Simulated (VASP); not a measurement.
Runs of VASP 6.6.1 on Zn. The structure is that of space group P6_3/mmc (No. 194), or close to it. The cells are those of the table. 

| task | cell | k mesh | cutoff (eV) | gap on the mesh (eV) | pressure (GPa) |
| --- | --- | --- | --- | --- | --- |
| single point | a = 2.732, b = 2.732, c = 4.506 Å, angles 90.0, 90.0, 120.0°, 2 atoms | 9 × 9 × 5 | 520 | none | (a) |
| relaxation of cell and atoms | relaxed from a = 2.790, b = 2.790, c = 4.556 Å, angles 90.0, 90.0, 120.0°, 2 atoms | 8 × 8 × 5 | 600 | none | 0.0 |
| single point | a = 2.751, b = 2.751, c = 4.536 Å, angles 90.0, 90.0, 120.0°, 2 atoms | 8 × 8 × 5 | 520 | none | 0.4 |
| single point | a = 2.769, b = 2.769, c = 4.567 Å, angles 90.0, 90.0, 120.0°, 2 atoms | 8 × 8 × 5 | 520 | none | -1.0 |

Alike in all rows: level PBE; potentials or basis VASP PAW PBE potentials, release 64 (Zn); no spin polarisation; smearing methfessel-paxton 0.05 eV.

Problem. Fill in the values left out.

Solution. (a) 1.7.

A gap of «none» marks levels without a gap at the run's occupations.
